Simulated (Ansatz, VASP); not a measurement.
Pb: VASP beside Ansatz

```
Pb
1.0
     2.64393   -2.40922    0.00000
     2.64393    2.40922    0.00000
     0.00000    0.00000   10.07352
Pb
4
Cartesian
  2.6439 -1.2050 1.2558
  2.6439 -1.2042 6.2926
  2.6439 1.2050 8.8177
  2.6439 1.2042 3.7809
```

Alike in both runs: functional PBE; k mesh 6 × 6 × 2; occupations gaussian, width 0.1 eV; no spin polarisation.

Ansatz relaxed the structure, and its values are those at the end. VASP's run is a single point on that final structure, the one shown.

|  | VASP | Ansatz |
| --- | --- | --- |
| version | VASP 6.6.1 | Ansatz 0.2.0 |
| potentials or method | VASP PAW PBE potentials, release 64 (Pb_d), cutoff 520 eV | scalar-relativistic, plane waves, PAW |
| valence electrons in the cell | 56 | 56 |

|  | VASP | Ansatz | Ansatz less VASP |
| --- | --- | --- | --- |
| gap on the k mesh at the Fermi level (eV) | none | none | - |
| pressure (GPa) | 0.0 | 0.0 | +0.06 |
| rms of the force components (eV/Å) | 0.004 | 0.004 | +0.0001 |

A gap of «none» marks a metal or a gap that the smearing closes.

Spin-orbit coupling is off throughout.
